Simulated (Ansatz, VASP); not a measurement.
Two plane-wave programs on MgO3

```
Mg O
1.0
    -2.08501    2.08501    2.08501
     2.08501   -2.08501    2.08501
     2.08501    2.08501   -2.08501
Mg O
1 3
Direct
  0.00000 0.00000 0.00000
  0.00000 0.50000 0.50000
  0.50000 0.00000 0.50000
  0.50000 0.50000 0.00000
```

Alike in both runs: functional PBE; k mesh 16 × 16 × 16; occupations gaussian, width 0.1 eV; collinear spin.

Ansatz relaxed the structure, and its values are those at the end. VASP's run is a single point on that final structure, the one shown.

|  | VASP | Ansatz |
| --- | --- | --- |
| version | VASP 6.6.1 | Ansatz 0.2.0 |
| potentials or method | VASP PAW PBE potentials, release 64 (Mg, O), cutoff 520 eV | scalar-relativistic, plane waves, PAW |
| valence electrons in the cell | 20 | 28 |

VASP gave:

- gap on the k mesh at the Fermi level (eV): none
- pressure (GPa): -0.7
- net moment per atom (μB): 0.00

Estimate Ansatz's values.

gap on the k mesh at the Fermi level (eV): none; pressure (GPa): 0.0; net moment per atom (μB): 0.00.

A gap of «none» marks a metal or a gap that the smearing closes. With one functional, cell and mesh, what is left measures potentials, basis and numerics. VASP's potentials hold 20 valence electrons a cell and Ansatz's 28, so a difference there can come from the potentials and not from the codes. Ansatz's warnings: seeded moment not kept.
